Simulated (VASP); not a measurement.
# InSb (P4/mmm) in VASP: relaxation of cell and atoms with PBE

Aim: the relaxation of cell and atoms of InSb with PBE.

Everything below comes from runs of VASP 6.6.1. Logs are shortened: lines on timing, memory, paths and dates and some standing lists are left out, and cuts for length are marked.

### Step 1. The cell of the first run

The structure is tetragonal, space group P4/mmm (No. 123). Conventional cell: a = 5.765 Å, b = 5.765 Å, c = 8.864 Å, α = 90.00°, β = 90.00°, γ = 90.00°. In (site symmetry mmm) has 2 In at 2.88 Å and 4 Sb at 3.30 Å within 3.8 Å. In (site symmetry 4/mmm) has 4 In at 2.88 Å within 3.8 Å. Within 3.7 Å of Sb (site symmetry 4mm) lie 2 Sb at 2.82 to 3.22 Å and 4 In at 3.30 Å. Within 3.7 Å of Sb (site symmetry 4/mmm) lie 2 Sb at 2.82 Å.

The cell was generated, and may not be a known phase.

### Step 2. Relaxation of cell and atoms, PBE

The input, INCAR:

```
SYSTEM = InSb
PREC = Accurate ; ENCUT = 600
EDIFF = 1E-6 ; ISMEAR = 0
SIGMA = 0.1 ; LREAL = .False.
LASPH = .True. ; NELM = 60
ALGO = Fast ; ISIF = 3
LWAVE = .False. ; LCHARG = .False.
GGA = PE ; IBRION = 2
NSW = 100 ; EDIFFG = -0.01
```

The input, KPOINTS:

```
Automatic mesh
0
Gamma
  8 8 4
  0 0 0
```

The input, POSCAR:

```
InSb
1.0
    5.7648342650      0.0000000000      0.0000000000
    0.0000000000      5.7648342650      0.0000000000
    0.0000000000      0.0000000000      8.8641222445
In Sb
3 3
Direct
    0.5000000000      0.0000000000      0.0000000000
    0.0000000000      0.5000000000      0.0000000000
    0.5000000000      0.5000000000      0.0000000000
    0.0000000000      0.0000000000      0.8185200218
    0.0000000000      0.0000000000      0.1814799782
    0.0000000000      0.0000000000      0.5000000000
```

Potentials or basis: VASP PAW PBE potentials, release 64 (In_d, Sb).

Command:

```bash
$ cat potpaw_PBE.64/In_d/POTCAR potpaw_PBE.64/Sb/POTCAR > POTCAR
$ mpirun -np 1 vasp_std > vasp.out
```

OUTCAR:

```text
SYSTEM = InSb
   PREC = Accurate
   ENCUT = 600
   EDIFF = 1E-6
   ISMEAR = 0
   LREAL = .False.
   LASPH = .True.
   NELM = 60
   ISIF = 3
   GGA = PE
   IBRION = 2
   NSW = 100
   EDIFFG = -0.01

 ion  position               nearest neighbor table
   1  0.500  0.000  0.000-   3 2.88   3 2.88   5 3.30   4 3.30   4 3.30   5 3.30
   2  0.000  0.500  0.000-   3 2.88   3 2.88   5 3.30   4 3.30   5 3.30   4 3.30
   3  0.500  0.500  0.000-   1 2.88   2 2.88   1 2.88   2 2.88
   4  0.000  0.000  0.819-   6 2.82   5 3.22   1 3.30   2 3.30   2 3.30   1 3.30
   5  0.000  0.000  0.181-   6 2.82   4 3.22   1 3.30   2 3.30   2 3.30   1 3.30
   6  0.000  0.000  0.500-   4 2.82   5 2.82

  LATTYP: Found a simple tetragonal cell.
 ALAT       =     5.7648342650
 C/A-ratio  =     1.5376196152

  Lattice vectors:

 A1 = (   5.7648342650,   0.0000000000,   0.0000000000)
 A2 = (   0.0000000000,   5.7648342650,   0.0000000000)
 A3 = (   0.0000000000,   0.0000000000,   8.8641222445)

Analysis of symmetry for initial positions (statically):
=====================================================================
 Subroutine PRICEL returns:
 Original cell was already a primitive cell.

 Routine SETGRP: Setting up the symmetry group for a
 simple tetragonal supercell.

 Subroutine GETGRP returns: Found 16 space group operations
 (whereof 16 operations were pure point group operations)
 out of a pool of 16 trial point group operations.

The static configuration has the point symmetry D_4h.

Analysis of symmetry for dynamics (positions and initial velocities):
=====================================================================
 Subroutine PRICEL returns:
 Original cell was already a primitive cell.

 Routine SETGRP: Setting up the symmetry group for a
 simple tetragonal supercell.

 Subroutine GETGRP returns: Found 16 space group operations
 (whereof 16 operations were pure point group operations)
 out of a pool of 16 trial point group operations.

The dynamic configuration has the point symmetry D_4h.

 Subroutine INISYM returns: Found 16 space group operations
 (whereof 16 operations are pure point group operations),
 and found     1 'primitive' translations

----------------------------------------------------------------------------------------

                                     Primitive cell

  volume of cell :     294.5842

  direct lattice vectors                    reciprocal lattice vectors
     5.764834265  0.000000000  0.000000000     0.173465525  0.000000000  0.000000000
     0.000000000  5.764834265  0.000000000     0.000000000  0.173465525  0.000000000
     0.000000000  0.000000000  8.864122245     0.000000000  0.000000000  0.112814329

  length of vectors
     5.764834265  5.764834265  8.864122245     0.173465525  0.173465525  0.112814329

  position of ions in fractional coordinates (direct lattice)
     0.500000000  0.000000000  0.000000000
     0.000000000  0.500000000  0.000000000
     0.500000000  0.500000000  0.000000000
     0.000000000  0.000000000  0.818520022
     0.000000000  0.000000000  0.181479978
     0.000000000  0.000000000  0.500000000

  ion indices of the primitive-cell ions
   primitive index   ion index
                 1           1
                 2           2
                 3           3
                 4           4
                 5           5
                 6           6

----------------------------------------------------------------------------------------

 KPOINTS: Automatic mesh

Automatic generation of k-mesh.
 Grid dimensions read from file:
 generate k-points for:    8    8    4

 Generating k-lattice:

  Cartesian coordinates                     Fractional coordinates (reciprocal lattice)
     0.021683191  0.000000000  0.000000000     0.125000000  0.000000000  0.000000000
     0.000000000  0.021683191  0.000000000     0.000000000  0.125000000  0.000000000
     0.000000000  0.000000000  0.028203582     0.000000000  0.000000000  0.250000000

  Length of vectors
     0.021683191  0.021683191  0.028203582

  Shift w.r.t. Gamma in fractional coordinates (k-lattice)
     0.000000000  0.000000000  0.000000000

 Subroutine IBZKPT returns following result:
 ===========================================

 Found     45 irreducible k-points:

 Following reciprocal coordinates:
            Coordinates               Weight
  0.000000  0.000000  0.000000      1.000000
  0.125000  0.000000  0.000000      4.000000
  0.250000  0.000000  0.000000      4.000000
  0.375000  0.000000  0.000000      4.000000
  0.500000  0.000000  0.000000      2.000000
  0.125000  0.125000  0.000000      4.000000
[... 16 lines left out ...]
  0.375000  0.125000  0.250000     16.000000
  0.500000  0.125000  0.250000      8.000000
 [... further k-points ...]
   k-points           NKPTS =     45   k-points in BZ     NKDIM =     45   number of bands    NBANDS=     32
   number of dos      NEDOS =    301   number of ions     NIONS =      6
   total plane-waves  NPLWV = 165888
   dimension x,y,z NGX =    48 NGY =   48 NGZ =   72
   dimension x,y,z NGXF=    96 NGYF=   96 NGZF=  144
   ions per type =               3   3
   NGX,Y,Z   is equivalent  to a cutoff of  13.84, 13.84, 13.50 a.u.
   NGXF,Y,Z  is equivalent  to a cutoff of  27.68, 27.68, 27.01 a.u.
 SYSTEM =  InSb
   PREC   = accura    normal or accurate (medium, high low for compatibility)
   ISTART =      0    job   : 0-new  1-cont  2-samecut
   ICHARG =      2    charge: 1-file 2-atom 10-const
   ISPIN  =      1    spin polarized calculation?
   LNONCOLLINEAR =      F non collinear calculations
   LSORBIT =      F    spin-orbit coupling
   LASPH  =      T    aspherical Exc in radial PAW
   ENCUT  =  600.0 eV  44.10 Ry    6.64 a.u.  11.51 11.51 17.70*2*pi/ulx,y,z
   NELM   =     60;   NELMIN=  2; NELMDL= -5     # of ELM steps
   EDIFF  = 0.1E-05   stopping-criterion for ELM
   LREAL  =      F    real-space projection
   EDIFFG = -.1E-01   stopping-criterion for IOM
   NSW    =    100    number of steps for IOM
   IBRION =      2    ionic relax: 0-MD 1-quasi-New 2-CG
   NFREE  =      1    steps in history (QN), initial steepest desc. (CG)
   ISIF   =      3    stress and relaxation
   ISYM   =      2    0-nonsym 1-usesym 2-fastsym
   POTIM  = 0.5000    time-step for ionic-motion
   TEBEG  =    0.0;   TEEND  =   0.0 temperature during run
   PSTRESS=    0.0 pullay stress
   NELECT =      54.0000    total number of electrons
   NUPDOWN=      -1.0000    fix difference up-down
   EMIN   =  10.00;   EMAX   =-10.00  energy-range for DOS
   EFERMI =   0.00;   METHOD = LEGACY
   ISMEAR =     0;   SIGMA  =   0.10  broadening in eV -4-tet -1-fermi 0-gaus
   EFERMI_NEDOS =   21; number of points for ismear=-14 and -15
   IALGO  =     68    algorithm
   IMIX   =      4    mixing-type and parameters
     AMIX     =   0.40;   BMIX     =  1.00
     AMIX_MAG =   1.60;   BMIX_MAG =  1.00
  volume/ion in A,a.u.               =      49.10       331.33
  Fermi-wavevector in a.u.,A,eV,Ry     =   0.929971  1.757391 11.766957  0.864847
  Thomas-Fermi vector in A             =   2.056311
   LORBIT       =      0    0 simple, 1 ext, 2 COOP (PROOUT), +10 PAW based schemes
   GGA     = PE    functional components
   LHFCALC =     F    Hartree Fock is set to
   AEXX    =    0.0000 exact exchange contribution
   IVDW    =     0    specifies the selected vdW correction
   LEPSILON=     F    determine dielectric tensor
   LRPA    =     F    only Hartree local field effects (RPA)
 conjugate gradient relaxation of ions
 non-spin polarized calculation
 RMM-DIIS sequential band-by-band and
 Gauss-broadening in eV      SIGMA  =   0.10
  energy-cutoff  :      600.00
  volume of cell :      294.58
 maximum number of plane-waves:      9867
 NGX is ok and might be reduce to    48
   NGX = 23   NGY = 23   NGZ = 35

--------------------------------------- Ionic step        1  -------------------------------------------

 number of electron      53.9999997 magnetization

 Free energy of the ion-electron system (eV)
  ---------------------------------------------------
  ext. energy  EPLUGINS =         0.00000000
  ---------------------------------------------------
  free energy    TOTEN  =       -17.39025050 eV

  energy without entropy =      -17.36011233  energy(sigma->0) =      -17.37518142

------------------------ aborting loop because EDIFF is reached ----------------------------------------

  FORCE on cell =-STRESS in cart. coord.  units (eV):
  Direction    XX          YY          ZZ          XY          YZ          ZX
  --------------------------------------------------------------------------------------
  -------------------------------------------------------------------------------------
  Total        0.1184797      0.1184797     -3.0856495      0.0000000      0.0000000      0.0000000
  in kB        0.6443845      0.6443845    -16.7821574      0.0000000      0.0000000      0.0000000
  external PRESSURE =      -5.1644628 kB  Pullay stress =       0.0000000 kB
[... 101 lines left out ...]
  FREE ENERGIE OF THE ION-ELECTRON SYSTEM (eV)
  ---------------------------------------------------
  free  energy   TOTEN  =       -17.4274509643 eV

  energy  without entropy=      -17.3985460421  energy(sigma->0) =      -17.41299850

[... ionic steps 4 to 10 ...]

--------------------------------------- Ionic step       11  -------------------------------------------

 number of electron      53.9999984 magnetization

------------------------ aborting loop because EDIFF is reached ----------------------------------------

  FORCE on cell =-STRESS in cart. coord.  units (eV):
  Direction    XX          YY          ZZ          XY          YZ          ZX
  --------------------------------------------------------------------------------------
  -------------------------------------------------------------------------------------
  Total       -0.0067769     -0.0067769     -0.0085699      0.0000000      0.0000000      0.0000000
  in kB       -0.0372472     -0.0372472     -0.0471018      0.0000000      0.0000000      0.0000000
  external PRESSURE =      -0.0405321 kB  Pullay stress =       0.0000000 kB
[... 65 lines left out ...]
  energy  without entropy=      -17.4009896434  energy(sigma->0) =      -17.41535867

--------------------------------------- Ionic step       13  -------------------------------------------

 number of electron      53.9999984 magnetization

 Free energy of the ion-electron system (eV)
  ---------------------------------------------------
  ext. energy  EPLUGINS =         0.00000000
  ---------------------------------------------------
  free energy    TOTEN  =       -17.42972415 eV

  energy without entropy =      -17.40092183  energy(sigma->0) =      -17.41532299

 E-fermi :   2.2823     XC(G=0):  -6.9789

 val. band max:        2.2787672174   @ k =   0.1250   0.0000   0.5000
 cond. band min:       2.2951700281   @ k =   0.2500   0.2500   0.2500
 fundamental gap:      0.0164028107
 Fermi energy:         2.2822810112

 k-point     1 :       0.0000    0.0000    0.0000
  band No.  band energies     occupation
      1     -12.8307      2.00000
      2     -12.6949      2.00000
      3     -12.5201      2.00000
      4     -12.5029      2.00000
      5     -12.5029      2.00000
      6     -12.2249      2.00000
[... 829 lines left out ...]
     31       4.1781      0.00000
     32       4.5213      0.00000

 [... further k-points ...]
[... 5 lines left out ...]
  --------------------------------------------------------------------------------------
  -------------------------------------------------------------------------------------
  Total       -0.0037449     -0.0037449     -0.0422516      0.0000000      0.0000000     -0.0000000
  in kB       -0.0205704     -0.0205704     -0.2320816      0.0000000      0.0000000     -0.0000000
  external PRESSURE =      -0.0910741 kB  Pullay stress =       0.0000000 kB
[... 21 lines left out ...]
  FREE ENERGIE OF THE ION-ELECTRON SYSTEM (eV)
  ---------------------------------------------------
  free  energy   TOTEN  =       -17.4297241538 eV

  energy  without entropy=      -17.4009218277  energy(sigma->0) =      -17.41532299

 reached required accuracy - stopping structural energy minimisation
```

Wall time 82 min (1 thread of Oxide Virtual Turin-like, shared host); peak memory 0.72 GiB.

What came out:

| Quantity | Value |
| --- | --- |
| Free energy | -17.4297 eV |
| Relaxed volume | 48.61 Å³/atom |
| Relaxed cell | a = 5.804 Å, b = 5.804 Å, c = 8.659 Å, α = 90.00°, β = 90.00°, γ = 90.00° |
| Space group after relaxing (to 0.1 Å) | P4/mmm (No. 123) |
| Energy gained by relaxing | 6.6 meV/atom |
| Ionic steps | 13 |
| Pressure after relaxing | 0.0 GPa |
| Largest force after relaxing | 0.009 eV/Å |
| Band gap on the k mesh | zero (bands 27 and 28 overlap by 1.40 eV) |

Forces on the atoms (eV/Å):
```
In   0.000  0.000  0.000
In   0.000  0.000  0.000
In   0.000  0.000  0.000
Sb   0.000  0.000 -0.009
Sb   0.000  0.000  0.009
Sb   0.000  0.000  0.000
```

Step by step:
| step | energy change (eV) | largest force (eV/Å) | pressure (GPa) | volume (Å³) |
| --- | --- | --- | --- | --- |
| 1 | 0.0000 | 0.2206 | -0.52 | 294.58 |
| 2 | -0.0363 | 0.0608 | 0.18 | 287.82 |
| 3 | -0.0372 | 0.0203 | 0.15 | 288.63 |
| 4 | -0.0372 | 0.0146 | 0.14 | 288.75 |
| 5 | -0.0389 | 0.0238 | 0.04 | 290.29 |
| 6 | -0.0392 | 0.0280 | 0.02 | 290.96 |
| 7 | -0.0392 | 0.0359 | -0.05 | 292.29 |
| 8 | -0.0393 | 0.0313 | 0.00 | 291.54 |
| 9 | -0.0393 | 0.0324 | -0.03 | 291.71 |
| 10 | -0.0393 | 0.0318 | -0.02 | 291.60 |
| 11 | -0.0394 | 0.0201 | 0.00 | 291.51 |
| 12 | -0.0395 | 0.0067 | 0.02 | 291.40 |
| 13 | -0.0395 | 0.0092 | -0.01 | 291.68 |

Final structure:
```xyz
6
Lattice="5.8039 0.0000 0.0000 0.0000 5.8039 0.0000 0.0000 0.0000 8.6591" Properties=species:S:1:pos:R:3 pbc="T T T"
In    2.9020    0.0000    0.0000
In    0.0000    2.9020    0.0000
In    2.9020    2.9020    0.0000
Sb    0.0000    5.8039    7.0850
Sb    0.0000    0.0000    1.5741
Sb    0.0000    0.0000    4.3295
```

Caveat: spin-orbit coupling is left out, which moves the levels of the heavy elements.
